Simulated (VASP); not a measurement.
A run of VASP 6.6.1:

The input POSCAR:

```
In3BiP2
1.0
    4.3609847718      0.0000000000      0.0000000000
   -2.1804923859      3.7767235979      0.0000000000
    0.0000000000      0.0000000000     10.7964709981
P Bi In
2 1 3
Direct
    0.0000000000      0.0000000000      0.0141160669
    0.3333333333      0.6666666667      0.3227007597
    0.6666666667      0.3333333333      0.6608518983
    0.3333333333      0.6666666667      0.0836200748
    0.6666666667      0.3333333333      0.3903174822
    0.0000000000      0.0000000000      0.7783937182
```

The input INCAR.step1:

```
SYSTEM = In3BiP2
PREC = Accurate ; ENCUT = 520
ISMEAR = -1 ; SIGMA = 0.02
LREAL = .False. ; LASPH = .True.
NELM = 60 ; NBANDS = 41
GGA = PE ; ALGO = Normal
EDIFF = 1E-4 ; LWAVE = .True.
LCHARG = .False.
```

Contents of INCAR.step2:

```
SYSTEM = In3BiP2
PREC = Accurate ; ENCUT = 520
EDIFF = 1E-7 ; ISMEAR = -1
SIGMA = 0.02 ; LREAL = .False.
LASPH = .True. ; NELM = 60
ALGO = Normal ; ISIF = 2
LWAVE = .False. ; LCHARG = .False.
METAGGA = R2SCAN ; LMIXTAU = .True.
NBANDS = 41 ; ISTART = 1
```

File KPOINTS:

```
Automatic mesh
0
Gamma
  6 6 2
  0 0 0
```

Potentials or basis: VASP PAW PBE potentials, release 64 (P, Bi_d, In_d).

Command:

```bash
$ cat potpaw_PBE.64/P/POTCAR potpaw_PBE.64/Bi_d/POTCAR potpaw_PBE.64/In_d/POTCAR > POTCAR
$ cp INCAR.step1 INCAR
$ mpirun -np 1 vasp_std > vasp.out
$ cp INCAR.step2 INCAR
$ mpirun -np 1 vasp_std > vasp.out
```

Hardware: 1 thread of Intel(R) Xeon(R) 6975P-C (Granite Rapids) (shared host).

Problem. Estimate the wall time of this run.

Solution. It took 5.1 min on 1 thread of Intel(R) Xeon(R) 6975P-C (Granite Rapids) (shared host), peak memory 0.35 GiB. Counts: k points 14.
